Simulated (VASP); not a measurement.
Rh: single point with BLYP

Crystal: Rh.

```
CELL_PARAMETERS angstrom
0.00000 2.69073 2.69073
2.69073 0.00000 2.69073
2.69073 2.69073 0.00000
ATOMIC_POSITIONS crystal
Rh 0.12500 0.12500 0.12500
Rh 0.87500 0.87500 0.87500
```

This isn't the form of Rh at room conditions, which is fcc.

```
Program             : VASP 6.6.1
Task                : single point
Functional          : BLYP
Potentials or basis : VASP PAW PBE potentials, release 64 (Rh_pv)
Cutoff              : 520 eV
k mesh              : 11 × 11 × 11
Occupations         : fermi-dirac, width 0.1 eV
Spin                : no spin polarisation
```

```json
{"Pressure": "19.8 GPa", "Band gap on the k mesh": "zero (bands 15 and 16 overlap by 1.25 eV)"}
```

Levels at points of the mesh, in eV from the Fermi level:
```tsv
k point	band 11	band 12	band 13	band 14	band 15	band 16	band 17	band 18	band 19	band 20
(0.00, 0.00, 0.00)	-4.21	-4.21	-1.58	-1.58	-1.58	0.43	0.43	13.08	13.27	13.27
```

Run time: 84 s on 1 thread of Intel Xeon 8259CL, with other jobs on the host, peak memory 0.18 GiB.

Caveat: the cell stands under pressure; the PAW data sets were made with another functional, which shifts forces and pressure a little.
